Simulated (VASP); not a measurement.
# BaTiO3 (Pm-3m) in VASP: a series of runs

BaTiO3 is run at these levels: LDA; tasks: electric field gradients.

Everything below comes from runs of VASP 6.6.1. Logs are shortened: lines on timing, memory, paths and dates and some standing lists are left out, and cuts for length are marked.

**1. The cell of the first run**

The structure is cubic, space group Pm-3m (No. 221). The conventional cell has a = 3.925 Å, b = 3.925 Å, c = 3.925 Å, α = 90.00°, β = 90.00°, γ = 90.00°. Ba (site symmetry m-3m) has 12 O at 2.78 Å and 8 Ti at 3.40 Å within 3.7 Å. Ti (site symmetry m-3m) has 6 O at 1.96 Å within 2.6 Å. Within 2.6 Å of O (site symmetry 4/mmm) lie 2 Ti at 1.96 Å.

**2. Electric field gradients, LDA (volume scaled by 0.94)**

File INCAR:

```
SYSTEM = BaTiO3
PREC = Accurate
ENCUT = 520
EDIFF = 1E-8
ISMEAR = -1
SIGMA = 0.05
LREAL = .False.
LASPH = .True.
NELM = 100
ALGO = Normal
ISIF = 2
LWAVE = .False.
LCHARG = .False.
GGA = CA
LEFG = .True.
NBANDS = 28
```

File KPOINTS:

```
Automatic mesh
0
Gamma
  8 8 8
  0 0 0
```

File POSCAR:

```
BaTiO3
1.0
    3.9254954135      0.0000000000      0.0000000000
    0.0000000000      3.9254954135      0.0000000000
    0.0000000000      0.0000000000      3.9254954135
Ba Ti O
1 1 3
Direct
    0.5000000000      0.5000000000      0.5000000000
    0.0000000000      0.0000000000      0.0000000000
    0.5000000000      0.0000000000      0.0000000000
    0.0000000000      0.5000000000      0.0000000000
    0.0000000000      0.0000000000      0.5000000000
```

Potentials or basis: VASP PAW LDA potentials, release 64 (Ba_sv, Ti_sv, O).

Run with:

```
> cat potpaw_LDA.64/Ba_sv/POTCAR potpaw_LDA.64/Ti_sv/POTCAR potpaw_LDA.64/O/POTCAR > POTCAR
> mpirun -np 1 vasp_std > vasp.out
```

OUTCAR:

```text
SYSTEM = BaTiO3
   PREC = Accurate
   ENCUT = 520
   EDIFF = 1E-8
   ISMEAR = -1
   LREAL = .False.
   LASPH = .True.
   NELM = 100
   ISIF = 2
   GGA = CA

 ion  position               nearest neighbor table
   1  0.500  0.500  0.500-   3 2.78   4 2.78   5 2.78   3 2.78   4 2.78   3 2.78   5 2.78   3 2.78
                             4 2.78   5 2.78   4 2.78   5 2.78   2 3.40   2 3.40   2 3.40   2 3.40
   2  0.000  0.000  0.000-   3 1.96   4 1.96   5 1.96   5 1.96   4 1.96   3 1.96   1 3.40   1 3.40
                             1 3.40   1 3.40   1 3.40   1 3.40   1 3.40   1 3.40
   3  0.500  0.000  0.000-   2 1.96   2 1.96   1 2.78   1 2.78   1 2.78   1 2.78
   4  0.000  0.500  0.000-   2 1.96   2 1.96   1 2.78   1 2.78   1 2.78   1 2.78
   5  0.000  0.000  0.500-   2 1.96   2 1.96   1 2.78   1 2.78   1 2.78   1 2.78

  LATTYP: Found a simple cubic cell.
 ALAT       =     3.9254954135

  Lattice vectors:

 A1 = (   3.9254954135,   0.0000000000,   0.0000000000)
 A2 = (   0.0000000000,   3.9254954135,   0.0000000000)
 A3 = (   0.0000000000,   0.0000000000,   3.9254954135)

Analysis of symmetry for initial positions (statically):
=====================================================================
 Subroutine PRICEL returns:
 Original cell was already a primitive cell.

 Routine SETGRP: Setting up the symmetry group for a
 simple cubic supercell.

 Subroutine GETGRP returns: Found 48 space group operations
 (whereof 48 operations were pure point group operations)
 out of a pool of 48 trial point group operations.

The static configuration has the point symmetry O_h .

Analysis of symmetry for dynamics (positions and initial velocities):
=====================================================================
 Subroutine PRICEL returns:
 Original cell was already a primitive cell.

 Routine SETGRP: Setting up the symmetry group for a
 simple cubic supercell.

 Subroutine GETGRP returns: Found 48 space group operations
 (whereof 48 operations were pure point group operations)
 out of a pool of 48 trial point group operations.

The dynamic configuration has the point symmetry O_h .

 Subroutine INISYM returns: Found 48 space group operations
 (whereof 48 operations are pure point group operations),
 and found     1 'primitive' translations

----------------------------------------------------------------------------------------

                                     Primitive cell
[... 146 lines left out ...]

 val. band max:        3.9938333194   @ k =   0.5000   0.5000   0.5000
 cond. band min:       5.7570051206   @ k =   0.0000   0.0000   0.0000
 fundamental gap:      1.7631718012
 Fermi energy:         4.8924904282

 k-point     1 :       0.0000    0.0000    0.0000
  band No.  band energies     occupation
      1     -51.6462      2.00000
      2     -28.2974      2.00000
      3     -28.2974      2.00000
      4     -28.2974      2.00000
      5     -20.5514      2.00000
      6     -12.7131      2.00000
[... 733 lines left out ...]
     27      12.4280      0.00000
     28      13.3652      0.00000

 [... further k-points ...]
[... 5 lines left out ...]
  --------------------------------------------------------------------------------------
  -------------------------------------------------------------------------------------
  Total        1.5045615      1.5045615      1.5045615      0.0000000      0.0000000     -0.0000000
  in kB       39.8508064     39.8508064     39.8508064      0.0000000      0.0000000     -0.0000000
  external PRESSURE =      39.8508064 kB  Pullay stress =       0.0000000 kB

 VOLUME and BASIS-vectors are now :
 -----------------------------------------------------------------------------
  energy-cutoff  :      520.00
  volume of cell :       60.49
      direct lattice vectors                 reciprocal lattice vectors
     3.925495414  0.000000000  0.000000000     0.254744916  0.000000000  0.000000000
     0.000000000  3.925495414  0.000000000     0.000000000  0.254744916  0.000000000
     0.000000000  0.000000000  3.925495414     0.000000000  0.000000000  0.254744916

 POSITION                                       TOTAL-FORCE (eV/Angst)
 -----------------------------------------------------------------------------------
      1.96275      1.96275      1.96275         0.000000      0.000000      0.000000
      0.00000      0.00000      0.00000         0.000000      0.000000      0.000000
      1.96275      0.00000      0.00000         0.000000      0.000000      0.000000
      0.00000      1.96275      0.00000         0.000000      0.000000      0.000000
      0.00000      0.00000      1.96275         0.000000      0.000000      0.000000
 -----------------------------------------------------------------------------------
    total drift:                                0.000000     -0.000000      0.000000

  FREE ENERGIE OF THE ION-ELECTRON SYSTEM (eV)
  ---------------------------------------------------
  free  energy   TOTEN  =       -44.1405743995 eV

  energy  without entropy=      -44.1405743977  energy(sigma->0) =      -44.14057440

 Electric field gradients (V/A^2)
---------------------------------------------------------------------
 ion       V_xx      V_yy      V_zz      V_xy      V_xz      V_yz
---------------------------------------------------------------------
   1       0.000     0.000    -0.000    -0.000    -0.000    -0.000
   2      -0.000    -0.000    -0.000     0.000     0.000    -0.000
   3      16.220    -8.110    -8.110     0.000    -0.000     0.000
   4      -8.110    16.220    -8.110    -0.000    -0.000     0.000
   5      -8.110    -8.110    16.220    -0.000    -0.000    -0.000
---------------------------------------------------------------------

 Electric field gradients after diagonalization (V/A^2)
 (convention: |V_zz| > |V_xx| > |V_yy|)
----------------------------------------------------------------------
 ion       V_xx      V_yy      V_zz     asymmetry (V_yy - V_xx)/ V_zz
----------------------------------------------------------------------
   1       0.000     0.000    -0.000       0.225
   2      -0.000    -0.000    -0.000      -0.448
   3      -8.110    -8.110    16.220       0.000
   4      -8.110    -8.110    16.220       0.000
   5      -8.110    -8.110    16.220       0.000
----------------------------------------------------------------------

           NMR quadrupolar parameters

 Cq : quadrupolar parameter    Cq=e*Q*V_zz/h
 eta: asymmetry parameters     (V_yy - V_xx)/ V_zz
 Q  : nuclear electric quadrupole moment in mb (millibarn)
----------------------------------------------------------------------
 ion       Cq(MHz)       eta       Q (mb)
----------------------------------------------------------------------
   1      -0.000       0.225       1.000
   2      -0.000      -0.448       1.000
   3       0.039       0.000       1.000
   4       0.039       0.000       1.000
   5       0.039       0.000       1.000
----------------------------------------------------------------------
```

Wall time 84 s (1 thread of Intel Xeon Platinum 8488C (Sapphire Rapids), shared host); peak memory 0.18 GiB.

What came out:

```
Free energy            : -44.1406 eV
Pressure               : 4.0 GPa
Band gap on the k mesh : 1.76 eV, indirect (least direct gap 1.84 eV)
```

Levels at points of the mesh, in eV from the valence-band top:
```
           k point  band 16  band 17  band 18  band 19  band 20  band 21  band 22  band 23  band 24  band 25
(0.00, 0.00, 0.00)    -1.21    -1.21    -0.08    -0.08    -0.08     1.76     1.76     1.76     4.34     4.34
(0.50, 0.00, 0.00)    -2.06    -1.93    -1.93    -0.71    -0.71     1.96     3.75     3.75     4.37     6.54
(0.50, 0.50, 0.00)    -2.97    -1.70    -0.83    -0.83    -0.10     3.77     3.77     4.20     5.30     8.13
(0.50, 0.50, 0.50)    -2.37    -2.37     0.00     0.00     0.00     4.51     4.51     4.51     6.93     6.93
```

Electric field gradients, principal values (V/Å²):
```
atom   least  middle  greatest (by size)
1 Ba   0.000   0.000               0.000
2 Ti   0.000   0.000               0.000
 3 O  -8.110  -8.110              16.220
 4 O  -8.110  -8.110              16.220
 5 O  -8.110  -8.110              16.220
```

Caveat: without QUAD_EFG the Cq values of the log hold for a quadrupole moment of 1 mb, not for the nuclei; spin-orbit coupling is left out, which moves the levels of the heavy elements. A k mesh can miss the band edges.

(Continued in part 2 of 2.)
